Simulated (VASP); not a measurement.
# Y3Mg (P6_3/mmc) in VASP: further runs

Y3Mg is run at these levels: LDA; tasks: single point.

Everything below comes from runs of VASP 6.6.1. Logs are shortened: lines on timing, memory, paths and dates and some standing lists are left out, and cuts for length are marked.

## Step 1: The cell of the first run

Symmetry: P6_3/mmc, No. 194, hexagonal system. Conventional cell: a = 7.053 Å, b = 7.053 Å, c = 5.664 Å, α = 90.00°, β = 90.00°, γ = 120.00°. Y (site symmetry mm2) has 8 Y at 3.45 to 3.61 Å and 4 Mg at 3.46 to 3.53 Å within 4.5 Å. Within 4.5 Å of Mg (site symmetry -6m2) lie 12 Y at 3.46 to 3.53 Å.

## Step 2: Single point, LDA

The input, INCAR:

```
ALGO     = Normal         # electronic algorithm
EDIFF    = 1E-6           # SCF threshold, eV
ENCUT    = 600            # plane-wave cutoff, eV
GGA      = CA             # functional
GGA_COMPAT= F            
ISIF     = 2              # what is computed and relaxed
ISMEAR   = -1             # smearing method
LASPH    = T              # aspherical terms in the spheres
LCHARG   = F              # write CHGCAR
LREAL    = F              # projectors in reciprocal space
LWAVE    = F              # write WAVECAR
NBANDS   = 45             # bands
NELM     = 120            # most SCF steps
PREC     = Accurate       # precision mode
SIGMA    = 0.1            # smearing width, eV
```

The input, KPOINTS:

```
k-points
0
Gamma
  4 4 5
```

The input, POSCAR:

```
Y3Mg
1.0
    7.0528000000      0.0000000000      0.0000000000
   -3.5264000000      6.1079039678      0.0000000000
    0.0000000000      0.0000000000      5.6641200000
Y Mg
6 2
Direct
    0.8295600000      0.1704400000      0.2500000000
    0.1704400000      0.3408800000      0.7500000000
    0.1704400000      0.8295600000      0.7500000000
    0.3408800000      0.1704400000      0.2500000000
    0.6591200000      0.8295600000      0.7500000000
    0.8295600000      0.6591200000      0.2500000000
    0.3333333333      0.6666666667      0.2500000000
    0.6666666667      0.3333333333      0.7500000000
```

Potentials or basis: VASP PAW LDA potentials, release 64 (Y_sv, Mg).

The run is started by

```bash
> cat potpaw_LDA.64/Y_sv/POTCAR potpaw_LDA.64/Mg/POTCAR > POTCAR
> mpirun -np 1 vasp_std > vasp.out
```

OUTCAR:

```text
EDIFF = 1E-6
   ENCUT = 600
   GGA = CA
   ISIF = 2
   ISMEAR = -1
   LASPH = T
   LREAL = F
   NELM = 120
   PREC = Accurate

 ion  position               nearest neighbor table
   1  0.830  0.170  0.250-   6 3.45   4 3.45   8 3.46   8 3.46   5 3.52   5 3.52   2 3.52   2 3.52
                             7 3.53   7 3.53   6 3.61   4 3.61
   2  0.170  0.341  0.750-   3 3.45   5 3.45   7 3.46   7 3.46   4 3.52   1 3.52   4 3.52   1 3.52
                             8 3.53   8 3.53   3 3.61   5 3.61
   3  0.170  0.830  0.750-   2 3.45   5 3.45   7 3.46   7 3.46   4 3.52   4 3.52   6 3.52   6 3.52
                             8 3.53   8 3.53   2 3.61   5 3.61
   4  0.341  0.170  0.250-   6 3.45   1 3.45   8 3.46   8 3.46   3 3.52   3 3.52   2 3.52   2 3.52
                             7 3.53   7 3.53   6 3.61   1 3.61
   5  0.659  0.830  0.750-   2 3.45   3 3.45   7 3.46   7 3.46   1 3.52   1 3.52   6 3.52   6 3.52
                             8 3.53   8 3.53   2 3.61   3 3.61
   6  0.830  0.659  0.250-   1 3.45   4 3.45   8 3.46   8 3.46   3 3.52   3 3.52   5 3.52   5 3.52
                             7 3.53   7 3.53   1 3.61   4 3.61
   7  0.333  0.667  0.250-   3 3.46   3 3.46   2 3.46   2 3.46   5 3.46   5 3.46   4 3.53   6 3.53
                             1 3.53   1 3.53   4 3.53   6 3.53
   8  0.667  0.333  0.750-   1 3.46   1 3.46   6 3.46   6 3.46   4 3.46   4 3.46   5 3.53   2 3.53
                             3 3.53   3 3.53   5 3.53   2 3.53

  LATTYP: Found a hexagonal cell.
 ALAT       =     7.0528000000
 C/A-ratio  =     0.8031023140

  Lattice vectors:

 A1 = (   7.0528000000,   0.0000000000,   0.0000000000)
 A2 = (  -3.5264000000,   6.1079039678,   0.0000000000)
 A3 = (   0.0000000000,   0.0000000000,   5.6641200000)

Analysis of symmetry for initial positions (statically):
=====================================================================
 Subroutine PRICEL returns:
 Original cell was already a primitive cell.

 Routine SETGRP: Setting up the symmetry group for a
 hexagonal supercell.

 Subroutine GETGRP returns: Found 24 space group operations
 (whereof 12 operations were pure point group operations)
 out of a pool of 24 trial point group operations.

The static configuration has the point symmetry D_3d.
 The point group associated with its full space group is D_6h.

Analysis of symmetry for dynamics (positions and initial velocities):
=====================================================================
 Subroutine PRICEL returns:
 Original cell was already a primitive cell.

 Routine SETGRP: Setting up the symmetry group for a
 hexagonal supercell.

 Subroutine GETGRP returns: Found 24 space group operations
 (whereof 12 operations were pure point group operations)
 out of a pool of 24 trial point group operations.

The dynamic configuration has the point symmetry D_3d.
 The point group associated with its full space group is D_6h.

 Subroutine INISYM returns: Found 24 space group operations
 (whereof 12 operations are pure point group operations),
 and found     1 'primitive' translations

----------------------------------------------------------------------------------------

                                     Primitive cell

  volume of cell :     243.9980

  direct lattice vectors                    reciprocal lattice vectors
     7.052800000  0.000000000  0.000000000     0.141787659  0.081861143  0.000000000
    -3.526400000  6.107903968  0.000000000     0.000000000  0.163722286  0.000000000
     0.000000000  0.000000000  5.664120000     0.000000000  0.000000000  0.176549932

  length of vectors
     7.052800000  7.052800000  5.664120000     0.163722286  0.163722286  0.176549932

  position of ions in fractional coordinates (direct lattice)
     0.829560000  0.170440000  0.250000000
     0.170440000  0.340880000  0.750000000
     0.170440000  0.829560000  0.750000000
     0.340880000  0.170440000  0.250000000
     0.659120000  0.829560000  0.750000000
     0.829560000  0.659120000  0.250000000
     0.333333333  0.666666667  0.250000000
     0.666666667  0.333333333  0.750000000

  ion indices of the primitive-cell ions
   primitive index   ion index
                 1           1
                 2           2
                 3           3
                 4           4
                 5           5
                 6           6
                 7           7
                 8           8

----------------------------------------------------------------------------------------

 KPOINTS: k-points

Automatic generation of k-mesh.
 Grid dimensions read from file:
 generate k-points for:    4    4    5

 Generating k-lattice:

  Cartesian coordinates                     Fractional coordinates (reciprocal lattice)
     0.035446915  0.020465286  0.000000000     0.250000000  0.000000000  0.000000000
     0.000000000  0.040930571  0.000000000     0.000000000  0.250000000  0.000000000
     0.000000000  0.000000000  0.035309986     0.000000000  0.000000000  0.200000000

  Length of vectors
     0.040930571  0.040930571  0.035309986

  Shift w.r.t. Gamma in fractional coordinates (k-lattice)
     0.000000000  0.000000000  0.000000000

 Subroutine IBZKPT returns following result:
 ===========================================

 Found     12 irreducible k-points:

 Following reciprocal coordinates:
            Coordinates               Weight
  0.000000  0.000000  0.000000      1.000000
  0.250000  0.000000  0.000000      6.000000
  0.500000  0.000000  0.000000      3.000000
  0.250000  0.250000  0.000000      6.000000
  0.000000  0.000000  0.200000      2.000000
  0.250000  0.000000  0.200000     12.000000
  0.500000  0.000000  0.200000      6.000000
  0.250000  0.250000  0.200000     12.000000
  0.000000  0.000000  0.400000      2.000000
  0.250000  0.000000  0.400000     12.000000
  0.500000  0.000000  0.400000      6.000000
  0.250000  0.250000  0.400000     12.000000
   k-points           NKPTS =     12   k-points in BZ     NKDIM =     12   number of bands    NBANDS=     45
   number of dos      NEDOS =    301   number of ions     NIONS =      8
   total plane-waves  NPLWV = 150528
   dimension x,y,z NGX =    56 NGY =   56 NGZ =   48
   dimension x,y,z NGXF=   112 NGYF=  112 NGZF=   96
   ions per type =               6   2
   NGX,Y,Z   is equivalent  to a cutoff of  13.20, 13.20, 14.09 a.u.
   NGXF,Y,Z  is equivalent  to a cutoff of  26.40, 26.40, 28.18 a.u.
 SYSTEM =  unknown system
   PREC   = accura    normal or accurate (medium, high low for compatibility)
   ISTART =      0    job   : 0-new  1-cont  2-samecut
   ICHARG =      2    charge: 1-file 2-atom 10-const
   ISPIN  =      1    spin polarized calculation?
   LNONCOLLINEAR =      F non collinear calculations
   LSORBIT =      F    spin-orbit coupling
   LASPH  =      T    aspherical Exc in radial PAW
   ENCUT  =  600.0 eV  44.10 Ry    6.64 a.u.  14.09 14.09 11.31*2*pi/ulx,y,z
   NELM   =    120;   NELMIN=  2; NELMDL= -5     # of ELM steps
   EDIFF  = 0.1E-05   stopping-criterion for ELM
   LREAL  =      F    real-space projection
   EDIFFG = 0.1E-04   stopping-criterion for IOM
   NSW    =      0    number of steps for IOM
   IBRION =     -1    ionic relax: 0-MD 1-quasi-New 2-CG
   NFREE  =      0    steps in history (QN), initial steepest desc. (CG)
   ISIF   =      2    stress and relaxation
   ISYM   =      2    0-nonsym 1-usesym 2-fastsym
   POTIM  = 0.5000    time-step for ionic-motion
   TEBEG  =    0.0;   TEEND  =   0.0 temperature during run
   PSTRESS=    0.0 pullay stress
   NELECT =      70.0000    total number of electrons
   NUPDOWN=      -1.0000    fix difference up-down
   EMIN   =  10.00;   EMAX   =-10.00  energy-range for DOS
   EFERMI =   0.00;   METHOD = LEGACY
   ISMEAR =    -1;   SIGMA  =   0.10  broadening in eV -4-tet -1-fermi 0-gaus
   EFERMI_NEDOS =   21; number of points for ismear=-14 and -15
   IALGO  =     38    algorithm
   IMIX   =      4    mixing-type and parameters
     AMIX     =   0.40;   BMIX     =  1.00
     AMIX_MAG =   1.60;   BMIX_MAG =  1.00
  volume/ion in A,a.u.               =      30.50       205.82
  Fermi-wavevector in a.u.,A,eV,Ry     =   1.079722  2.040379 15.861678  1.165800
  Thomas-Fermi vector in A             =   2.215695
   LORBIT       =      0    0 simple, 1 ext, 2 COOP (PROOUT), +10 PAW based schemes
   GGA     = CA    functional components
   LHFCALC =     F    Hartree Fock is set to
   AEXX    =    0.0000 exact exchange contribution
   IVDW    =     0    specifies the selected vdW correction
   LEPSILON=     F    determine dielectric tensor
   LRPA    =     F    only Hartree local field effects (RPA)
 non-spin polarized calculation
  energy-cutoff  :      600.00
  volume of cell :      244.00
 maximum number of plane-waves:      8180
   NGX = 29   NGY = 29   NGZ = 23

 number of electron      70.0000000 magnetization

 Free energy of the ion-electron system (eV)
  ---------------------------------------------------
  ext. energy  EPLUGINS =         0.00000000
  ---------------------------------------------------
  free energy    TOTEN  =       -45.43097410 eV

  energy without entropy =      -45.02116831  energy(sigma->0) =      -45.22607120

 E-fermi :   2.6656     XC(G=0):  -9.4417

 val. band max:        2.6426986913   @ k =   0.2500   0.0000   0.0000
 cond. band min:       2.6944169119   @ k =   0.5000   0.0000   0.0000
 fundamental gap:      0.0517182206
 Fermi energy:         2.6656076499

 k-point     1 :       0.0000    0.0000    0.0000
  band No.  band energies     occupation
      1     -39.8983      2.00000
      2     -39.8417      2.00000
      3     -39.8417      2.00000
      4     -39.8417      2.00000
      5     -39.8142      2.00000
      6     -39.8142      2.00000
[... 37 lines left out ...]
     44       4.3667      0.00000
     45       4.3667      0.00000
[... 487 lines left out ...]
      5     -39.8290      2.00000
      6     -39.8253      2.00000
[... 37 lines left out ...]
     44       4.0461      0.00000
     45       4.4444      0.00000

------------------------ aborting loop because EDIFF is reached ----------------------------------------

  FORCE on cell =-STRESS in cart. coord.  units (eV):
  Direction    XX          YY          ZZ          XY          YZ          ZX
  --------------------------------------------------------------------------------------
  -------------------------------------------------------------------------------------
  Total       -5.5281428     -5.5281428     -6.6546026     -0.0000000     -0.0000000      0.0000000
  in kB      -36.2997489    -36.2997489    -43.6964840     -0.0000000     -0.0000000      0.0000000
  external PRESSURE =     -38.7653272 kB  Pullay stress =       0.0000000 kB

 VOLUME and BASIS-vectors are now :
 -----------------------------------------------------------------------------
  energy-cutoff  :      600.00
  volume of cell :      244.00
      direct lattice vectors                 reciprocal lattice vectors
     7.052800000  0.000000000  0.000000000     0.141787659  0.081861143  0.000000000
    -3.526400000  6.107903968  0.000000000     0.000000000  0.163722286  0.000000000
     0.000000000  0.000000000  5.664120000     0.000000000  0.000000000  0.176549932

 POSITION                                       TOTAL-FORCE (eV/Angst)
 -----------------------------------------------------------------------------------
      5.24968      1.04103      1.41603         0.087120     -0.050299      0.000000
      0.00000      2.08206      4.24809        -0.000000     -0.100598      0.000000
     -1.72328      5.06687      4.24809        -0.087120      0.050299      0.000000
      1.80312      1.04103      1.41603        -0.087120     -0.050299      0.000000
      1.72328      5.06687      4.24809         0.087120      0.050299      0.000000
      3.52640      4.02584      1.41603         0.000000      0.100598      0.000000
     -0.00000      4.07194      1.41603        -0.000000      0.000000      0.000000
      3.52640      2.03597      4.24809        -0.000000      0.000000      0.000000
 -----------------------------------------------------------------------------------
    total drift:                                0.000000     -0.000000      0.000000

  FREE ENERGIE OF THE ION-ELECTRON SYSTEM (eV)
  ---------------------------------------------------
  free  energy   TOTEN  =       -45.4309740951 eV

  energy  without entropy=      -45.0211683131  energy(sigma->0) =      -45.22607120
```

Wall time 3.4 min (1 thread of Intel Xeon Platinum 8259CL at 2.50GHz (Skylake/Cascade Lake), shared host); peak memory 0.37 GiB.

Results:

```
Free energy            : -45.4310 eV
Pressure               : -3.9 GPa
Largest force          : 0.101 eV/Å
Band gap on the k mesh : zero (bands 35 and 36 overlap by 0.39 eV)
```

Forces in eV/Å, atoms in the order of the input:
```
Y    0.087 -0.050  0.000
Y    0.000 -0.101  0.000
Y   -0.087  0.050  0.000
Y   -0.087 -0.050  0.000
Y    0.087  0.050  0.000
Y    0.000  0.101  0.000
Mg   0.000  0.000  0.000
Mg   0.000  0.000  0.000
```

Stress tensor (GPa, compression positive):
```
-3.63  0.00  0.00
 0.00 -3.63  0.00
 0.00  0.00 -4.37
```

Levels at points of the mesh, in eV from the Fermi level:
| k point | band 31 | band 32 | band 33 | band 34 | band 35 | band 36 | band 37 | band 38 | band 39 | band 40 |
| --- | --- | --- | --- | --- | --- | --- | --- | --- | --- | --- |
| (0.00, 0.00, 0.00) | -1.29 | -0.77 | -0.77 | -0.40 | -0.40 | -0.08 | -0.08 | 0.44 | 0.46 | 0.49 |
| (0.50, 0.00, 0.00) | -0.71 | -0.54 | -0.40 | -0.33 | -0.13 | 0.03 | 0.04 | 0.30 | 0.34 | 1.13 |

Caveat: the cell stands under tension.

## Step 3: Single point, LDA

The input, INCAR:

```
PREC = Accurate ; ENCUT = 600
EDIFF = 1E-6 ; ISMEAR = -1
SIGMA = 0.1 ; LREAL = F
LASPH = T ; NELM = 120
ALGO = Normal ; ISIF = 2
LWAVE = F ; LCHARG = F
NBANDS = 45 ; GGA_COMPAT = F
```

The input, KPOINTS:

```
Automatic mesh
0
Gamma
  4 4 5
```

POSCAR is that of step 2.

Potentials or basis: VASP PAW LDA potentials, release 64 (Y_sv, Mg).

The run is started by

```bash
> cat potpaw_LDA.64/Y_sv/POTCAR potpaw_LDA.64/Mg/POTCAR > POTCAR
> mpirun -np 1 vasp_std > vasp.out
```

Run time: 3.2 min. Hardware: 1 thread of Intel Xeon Platinum 8259CL at 2.50GHz (Skylake/Cascade Lake), shared host; peak memory 0.37 GiB.

It converged, with:

```
Free energy            : -45.4310 eV
Pressure               : -3.9 GPa
Largest force          : 0.101 eV/Å
Band gap on the k mesh : zero (bands 35 and 36 overlap by 0.39 eV)
```

Forces in eV/Å, atoms in the order of the input:
```
Y    0.087 -0.050  0.000
Y    0.000 -0.101  0.000
Y   -0.087  0.050  0.000
Y   -0.087 -0.050  0.000
Y    0.087  0.050  0.000
Y    0.000  0.101  0.000
Mg   0.000  0.000  0.000
Mg   0.000  0.000  0.000
```

Stress tensor (GPa, compression positive):
```
-3.63  0.00  0.00
 0.00 -3.63  0.00
 0.00  0.00 -4.37
```

Levels at points of the mesh, in eV from the Fermi level:
```
           k point  band 31  band 32  band 33  band 34  band 35  band 36  band 37  band 38  band 39  band 40
(0.00, 0.00, 0.00)    -1.29    -0.77    -0.77    -0.40    -0.40    -0.08    -0.08     0.44     0.46     0.49
(0.50, 0.00, 0.00)    -0.71    -0.54    -0.40    -0.33    -0.13     0.03     0.04     0.30     0.34     1.13
```

Caveat: the cell stands under tension.

## Step 4: Single point, LDA

The input, INCAR:

```
SYSTEM = Y3Mg
  PREC = Accurate
  ENCUT = 600
  EDIFF = 1E-6
  ISMEAR = -1
  SIGMA = 0.1
  LREAL = .FALSE.
  LASPH = .TRUE.
  NELM = 120
  ALGO = Normal
  ISIF = 2
  LWAVE = .FALSE.
  LCHARG = .FALSE.
  GGA = CA
  NBANDS = 45
  GGA_COMPAT = .FALSE.
```

The input, KPOINTS:

```
regular mesh
0
G
  4 4 5
  0 0 0
```

POSCAR is that of step 3.

The run is started by

```bash
> cat potpaw_LDA.64/Y_sv/POTCAR potpaw_LDA.64/Mg/POTCAR > POTCAR
> mpirun -np 1 vasp_std > vasp.out
```

Wall time 3.1 min (1 thread of Intel Xeon Platinum 8259CL at 2.50GHz (Skylake/Cascade Lake), shared host); peak memory 0.37 GiB.

Results (log left out):

* Free energy: -45.4310 eV
* Pressure: -3.9 GPa
* Largest force: 0.101 eV/Å
* Band gap on the k mesh: zero (bands 35 and 36 overlap by 0.39 eV)

Forces in eV/Å, atoms in the order of the input:
```
Y    0.087 -0.050  0.000
Y    0.000 -0.101  0.000
Y   -0.087  0.050  0.000
Y   -0.087 -0.050  0.000
Y    0.087  0.050  0.000
Y    0.000  0.101  0.000
Mg   0.000  0.000  0.000
Mg   0.000  0.000  0.000
```

Stress tensor (GPa, compression positive):
```
-3.63  0.00  0.00
 0.00 -3.63  0.00
 0.00  0.00 -4.37
```

Levels at points of the mesh, in eV from the Fermi level:
| k point | band 31 | band 32 | band 33 | band 34 | band 35 | band 36 | band 37 | band 38 | band 39 | band 40 |
| --- | --- | --- | --- | --- | --- | --- | --- | --- | --- | --- |
| (0.00, 0.00, 0.00) | -1.29 | -0.77 | -0.77 | -0.40 | -0.40 | -0.08 | -0.08 | 0.44 | 0.46 | 0.49 |
| (0.50, 0.00, 0.00) | -0.71 | -0.54 | -0.40 | -0.33 | -0.13 | 0.03 | 0.04 | 0.30 | 0.34 | 1.13 |

Caveat: the cell stands under tension.
